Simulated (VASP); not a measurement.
A run of VASP 6.6.1:

File POSCAR:

```
Nb
1.0
    0.0000000000      2.0304000000      1.9458000000
    2.0304000000      0.0000000000      1.9458000000
    2.0304000000      2.0304000000      0.0000000000
Nb
1
Direct
    0.0000000000      0.0000000000      0.0000000000
```

File INCAR.step1:

```
PREC = Accurate
ENCUT = 520
ISMEAR = 0
SIGMA = 0.15
LREAL = False
LASPH = True
NELM = 80
NBANDS = 12
GGA = PE
ALGO = Normal
EDIFF = 1E-4
LWAVE = True
LCHARG = False
```

INCAR.step2

```
PREC = Accurate
ENCUT = 520
EDIFF = 1E-6
ISMEAR = 0
SIGMA = 0.15
LREAL = False
LASPH = True
NELM = 80
ALGO = Normal
ISIF = 2
LWAVE = False
LCHARG = True
METAGGA = R2SCAN
LMIXTAU = True
LELF = True
LVHAR = True
NBANDS = 12
ISTART = 1
```

KPOINTS

```
regular mesh
0
Gamma
  20 20 20
```

Potentials or basis: VASP PAW PBE potentials, release 64 (Nb_sv).

Command:

```sh
$ cat potpaw_PBE.64/Nb_sv/POTCAR > POTCAR
$ cp INCAR.step1 INCAR
$ mpirun -np 1 vasp_std > vasp.out
$ cp INCAR.step2 INCAR
$ mpirun -np 1 vasp_std > vasp.out
```

Hardware: 1 thread of AMD EPYC 9R45 96-Core Processor (Zen 5), on a shared host.

How long does it take, and how much memory?

Run time: 6.5 min on 1 thread of AMD EPYC 9R45 96-Core Processor (Zen 5), with other jobs on the host, peak memory 0.21 GiB. Counts: k points 641.
